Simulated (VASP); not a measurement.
Runs of VASP 6.6.1 on BaTiO3. Symmetry: P4mm, No. 99, tetragonal system. The conventional cell has a = 4.000 Å, b = 4.000 Å, c = 4.018 Å, α = 90.00°, β = 90.00°, γ = 90.00°. Ba (site symmetry 4mm) has 12 O at 2.79 to 2.88 Å and 8 Ti at 3.45 to 3.49 Å within 3.7 Å. Within 2.5 Å of Ti (site symmetry 4mm) lie 6 O at 1.89 to 2.13 Å. O (site symmetry 4mm) has 2 Ti at 1.89 to 2.13 Å within 2.5 Å. Within 2.9 Å of O (site symmetry 2mm) lie 2 Ti at 2.00 Å and 4 Ba at 2.79 to 2.88 Å and 8 O at 2.83 to 2.84 Å. 

```tsv
level	U	gap on the mesh (eV)	pressure (GPa)	largest force (eV/Å)
PBE+U	Ti d U = 6.0 eV	2.52	(b)	0.77
PBE	-	1.77	4.2	0.27
PBE+U	Ti d U = 4.0 eV	(c)	7.5	0.47
PBE+U	Ti d U = 2.0 eV	(a)	5.8	0.17
```

Alike in all rows: task single point; potentials or basis VASP PAW PBE potentials, release 64 (Ba_sv, Ti_sv, O); no spin polarisation; cell as given; k mesh 6 × 6 × 6; cutoff (eV) 520; smearing gaussian 0.01 eV.

Question: Estimate the missing entries.

Answer: (a) 2.00; (b) 9.1; (c) 2.25.

Caveats: the cell stands under pressure; spin-orbit coupling is left out, which moves the levels of the heavy elements.

A k mesh can miss the band edges, and the runs leave out spin-orbit coupling on Ba.
